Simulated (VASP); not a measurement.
**AlH5: relaxation of cell and atoms with PBE**

The system is AlH5.

```
CELL_PARAMETERS angstrom
0.00000 3.09811 3.09811
3.09811 0.00000 3.09811
3.09811 3.09811 0.00000
ATOMIC_POSITIONS crystal
Al 0.00000 0.00000 0.00000
H 0.25000 0.25000 0.25000
H 0.12959 0.62347 0.62347
H 0.62347 0.62347 0.62347
H 0.62347 0.62347 0.12959
H 0.62347 0.12959 0.62347
```

The cell was generated, and may not be a known phase.

```json
{
 "Program": "VASP 6.6.1",
 "Task": "relaxation of cell and atoms",
 "Functional": "PBE",
 "Potentials or basis": "VASP PAW PBE potentials, release 64 (Al, H)",
 "Cutoff": "600 eV",
 "k mesh": "6 × 6 × 6",
 "Occupations": "gaussian, width 0.1 eV",
 "Spin": "no spin polarisation",
 "Dipole correction": "no",
 "Further INCAR settings": "ALGO = Normal; EDIFF = 1e-06; IBRION = 2; EDIFFG = -0.04; NSW = 90; ISIF = 3"
}
```

* Relaxed volume: 5.03 Å³/atom
* Relaxed cell: a = 3.495 Å, b = 3.495 Å, c = 3.495 Å, α = 60.00°, β = 60.00°, γ = 60.00°
* Space group after relaxing (to 0.1 Å): F-43m (No. 216)
* Energy gained by relaxing: 494.2 meV/atom
* Ionic steps: 9
* Pressure after relaxing: -0.4 GPa
* Largest force after relaxing: 0.026 eV/Å
* Band gap on the k mesh: zero (bands 4 and 5 overlap by 3.35 eV)

Forces on the atoms (eV/Å):
```
Al   0.000  0.000  0.000
H    0.000  0.000  0.000
H   -0.015  0.015  0.015
H   -0.015 -0.015 -0.015
H    0.015  0.015 -0.015
H    0.015 -0.015  0.015
```

Step by step:
| step | energy change (eV) | largest force (eV/Å) | pressure (GPa) | volume (Å³) |
| --- | --- | --- | --- | --- |
| 1 | 0.0000 | 0.0022 | -18.85 | 59.47 |
| 2 | -1.1502 | 0.0113 | -19.67 | 49.99 |
| 3 | -2.8923 | 0.1158 | 9.29 | 27.68 |
| 4 | -2.9378 | 0.0850 | -4.30 | 31.60 |
| 5 | -2.9583 | 0.1020 | -0.28 | 30.20 |
| 6 | -2.9570 | 0.1052 | 1.20 | 29.74 |
| 7 | -2.9611 | 0.0836 | 0.37 | 29.99 |
| 8 | -2.9635 | 0.0466 | -0.78 | 30.33 |
| 9 | -2.9650 | 0.0257 | -0.39 | 30.20 |

Final structure:
```yaml
crystal:
  lattice:
    - [0.00000, 2.47155, 2.47155]
    - [2.47155, 0.00000, 2.47155]
    - [2.47155, 2.47155, 0.00000]
  atoms:
    - { symbol: Al, position: [0.00000, 0.00000, 0.00000] }
    - { symbol: H, position: [0.25000, 0.25000, 0.25000] }
    - { symbol: H, position: [0.13831, 0.62056, 0.62056] }
    - { symbol: H, position: [0.62056, 0.62056, 0.62056] }
    - { symbol: H, position: [0.62056, 0.62056, 0.13831] }
    - { symbol: H, position: [0.62056, 0.13831, 0.62056] }
```

Levels at points of the mesh, in eV from the Fermi level:
| k point | band 1 | band 2 | band 3 | band 4 | band 5 | band 6 | band 7 | band 8 |
| --- | --- | --- | --- | --- | --- | --- | --- | --- |
| (0.00, 0.00, 0.00) | -13.89 | 0.37 | 1.10 | 1.10 | 1.10 | 5.80 | 5.80 | 5.80 |
| (0.50, 0.00, 0.00) | -10.10 | -8.84 | 0.15 | 0.18 | 0.18 | 4.12 | 4.33 | 4.33 |
| (0.50, 0.50, 0.00) | -8.41 | -7.95 | -3.32 | -2.25 | -2.25 | -0.22 | 11.12 | 11.12 |

Run time: 2.3 min on 1 thread of Intel Xeon 8259CL (shared host), peak memory 0.21 GiB.

Caveat: the volume moved by over 15 % at a fixed basis, so the end points are rough.
